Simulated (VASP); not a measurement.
Here is a VASP 6.6.1 calculation.

INCAR

```
ALGO     = Normal         # electronic algorithm
EDIFF    = 1E-8           # SCF threshold, eV
ENCUT    = 600            # plane-wave cutoff, eV
GGA      = PS             # functional
GGA_COMPAT= False        
IBRION   = 6              # ionic algorithm
ISIF     = 3              # what is computed and relaxed
ISMEAR   = 0              # smearing method
LASPH    = True           # aspherical terms in the spheres
LCHARG   = True           # write CHGCAR
LREAL    = False          # projectors in reciprocal space
LWAVE    = False          # write WAVECAR
NELM     = 120            # most SCF steps
NFREE    = 2            
NSW      = 1              # ionic steps
POTIM    = 0.015          # step
PREC     = Accurate       # precision mode
SIGMA    = 0.01           # smearing width, eV
```

File KPOINTS:

```
k-points
0
Gamma
  8 8 8
```

POSCAR

```
CaF2
1.0
    0.0000000000      2.5591556322      2.5591556322
    2.5591556322      0.0000000000      2.5591556322
    2.5591556322      2.5591556322      0.0000000000
Ca F
1 2
Direct
    0.0000000000      0.0000000000      0.0000000000
    0.2500000000      0.2500000000      0.2500000000
    0.7500000000      0.7500000000      0.7500000000
```

Potentials or basis: VASP PAW PBE potentials, release 64 (Ca_sv, F).

The run is started by

```console
$ cat potpaw_PBE.64/Ca_sv/POTCAR potpaw_PBE.64/F/POTCAR > POTCAR
$ mpirun -np 1 vasp_std > vasp.out
```

Q: Estimate the elastic constants C11, C12, C44.

A: 252, 112, 46 GPa.

Q: What does it give for the Voigt bulk modulus?

A: 159 GPa.

Q: Estimate the highest phonon frequency at Γ, LO-TO splitting left out.

A: 421 cm⁻¹.

Phonon frequencies in cm⁻¹ (negative: imaginary):
```tsv
q point	frequencies
(0.000, 0.000, 0.000)	0 0 0 380 380 380 421 421 421
```

Caveat: the cell is under stress, which shifts elastic constants; the PAW data sets were made with another functional, which shifts forces and pressure a little.
